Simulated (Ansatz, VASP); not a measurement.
**Pt: VASP beside Ansatz**

File INCAR:

```
PREC = Accurate
ENCUT = 520
EDIFF = 1E-7
ISMEAR = 1
SIGMA = 0.6
LREAL = False
LASPH = True
NELM = 80
ALGO = Normal
ISIF = 2
LWAVE = False
LCHARG = False
GGA = PE
NBANDS = 11
```

KPOINTS

```
Automatic mesh
0
Gamma
  14 14 14
```

POSCAR

```
Pt
1.0
    0.0000000000      1.9857786488      1.9857786488
    1.9857786488      0.0000000000      1.9857786488
    1.9857786488      1.9857786488      0.0000000000
Pt
1
Direct
    0.0000000000      0.0000000000      0.0000000000
```

Input for Ansatz:

```yaml
crystal:
  lattice:
    - [0.0, 1.9857786488, 1.9857786488]
    - [1.9857786488, 0.0, 1.9857786488]
    - [1.9857786488, 1.9857786488, 0.0]
  atoms:
    - { symbol: Pt, position: [0.0, 0.0, 0.0] }
hamiltonian:
  xc: pbe
  pseudopotentials:
    kind: paw
    azcp:
      Pt: "pseudopotentials/Pt.paw.azcp"
basis:
  ecutwfc: 420
  fft_grid_basis: typed
kpoints:
  mp_grid: { grid: [14, 14, 14], shift: [0, 0, 0] }
magnetization:
  spin_polarized: false
scf:
  occupations: { method: cold, width: 0.6 }
  lower_state_search: "off"
output:
  stress: true
```

Alike in both runs: task single point; functional PBE; k mesh 14 × 14 × 14; no spin polarisation.

```csv
,VASP,Ansatz
version,VASP 6.6.1,Ansatz 0.2.0
potentials or method,"VASP PAW PBE potentials, release 64 (Pt), cutoff 520 eV","plane waves (420 eV) with PAW, scalar-relativistic"
occupations,"methfessel-paxton of order 1, width 0.6 eV","cold, width 0.6 eV"
valence electrons in the cell,10,18
```

VASP gave:

| Property | Result |
| --- | --- |
| pressure (GPa) | -0.6 |

What did Ansatz give for the same quantities?

Pressure (GPa): -0.5.

VASP's potentials hold 10 valence electrons a cell and Ansatz's 18, so a difference there can come from the potentials and not from the codes.

Spin-orbit coupling is off throughout.
